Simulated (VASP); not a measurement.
Write the native input for VASP 6.6.1 that does the following.

```
Task                   : single point
Functional             : PBE
Potentials or basis    : VASP PAW PBE potentials, release 64 (Er_3, Be), 4f in core
Cutoff                 : 600 eV
k mesh                 : 7 × 7 × 5
Occupations            : gaussian, width 0.2 eV
Spin                   : no spin polarisation
Dipole correction      : no
Mended                 : yes
Further INCAR settings : ALGO = Normal; EDIFF = 1e-06; NBANDS = 12
```

The structure of ErBe lies in POSCAR:

```
ErBe
1.0
    3.3903372281      0.0000000000      0.0000000000
    0.0000000000      3.3903372281      0.0000000000
    0.0000000000      0.0000000000      3.3408511377
Er Be
1 1
Direct
    0.5000000000      0.5000000000      0.5000000000
    0.0000000000      0.0000000000      0.0000000000
```

The cell was built from a structure type or drawn by symmetry, and may not be a known phase.

One way to write it, as run:

INCAR

```
SYSTEM = ErBe
ALGO = Normal ; EDIFF = 1E-6
ENCUT = 600 ; GGA = PE
GGA_COMPAT = .FALSE. ; ISIF = 2
ISMEAR = 0 ; LASPH = .TRUE.
LCHARG = .FALSE. ; LMAXMIX = 6
LREAL = .FALSE. ; LWAVE = .FALSE.
NBANDS = 12 ; NELM = 200
PREC = Accurate ; SIGMA = 0.2
```

KPOINTS

```
k-points
0
G
  7 7 5
  0 0 0
```

Potentials or basis: VASP PAW PBE potentials, release 64 (Er_3, Be), 4f in core.

The run is started by

```bash
$ cat potpaw_PBE.64/Er_3/POTCAR potpaw_PBE.64/Be/POTCAR > POTCAR
$ mpirun -np 1 vasp_std > vasp.out
```

Results of the run:

* Pressure: 0.0 GPa
* Band gap on the k mesh: zero (an odd number of electrons rules out a gap without spin polarisation)

Caveat: the k points lie up to 0.38 Å⁻¹ apart, too coarse for converged energies and pressures of a metal; spin-orbit coupling is left out, which moves the levels of the heavy elements; the 4f electrons are frozen in the core, so they carry no moment and show no levels.

Run time: 31 s on 1 thread of AMD EPYC 7R43 64-Core Processor (Zen 3), on a shared host, peak memory 0.12 GiB.
